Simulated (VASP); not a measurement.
NaB: single point with PBE

The system is NaB.

```
CELL_PARAMETERS angstrom
0.00000 2.47371 2.47371
2.47371 0.00000 2.47371
2.47371 2.47371 0.00000
ATOMIC_POSITIONS crystal
Na 0.00000 0.00000 0.00000
B 0.50000 0.50000 0.50000
```

```
Program                : VASP 6.6.1
Task                   : single point
Functional             : PBE
Potentials or basis    : VASP PAW PBE potentials, release 64 (Na_pv, B)
Cutoff                 : 500 eV
k mesh                 : 8 × 8 × 8
Occupations            : fermi-dirac, width 0.00861733 eV
Spin                   : no spin polarisation
Dipole correction      : no
Further INCAR settings : ALGO = Normal; EDIFF = 1e-06; NBANDS = 12
```

- Pressure: 11.0 GPa
- Band gap on the k mesh: zero (band 5 reaches 4.92 eV, above the bottom of band 6 at 1.19 eV)

Levels at points of the mesh, in eV from the Fermi level:
```csv
k point,band 2,band 3,band 4,band 5,band 6,band 7,band 8,band 9
"(0.00, 0.00, 0.00)",-22.65,-22.65,-7.86,3.11,3.11,3.11,10.34,11.37
"(0.50, 0.00, 0.00)",-22.66,-22.66,-5.21,-2.31,2.22,2.22,8.52,12.08
"(0.50, 0.50, 0.00)",-22.69,-22.69,-4.57,-1.70,1.34,1.34,6.44,8.75
```

Run time: 18 s on 1 thread of Intel Xeon 8259CL, with other jobs on the host, peak memory 0.15 GiB.
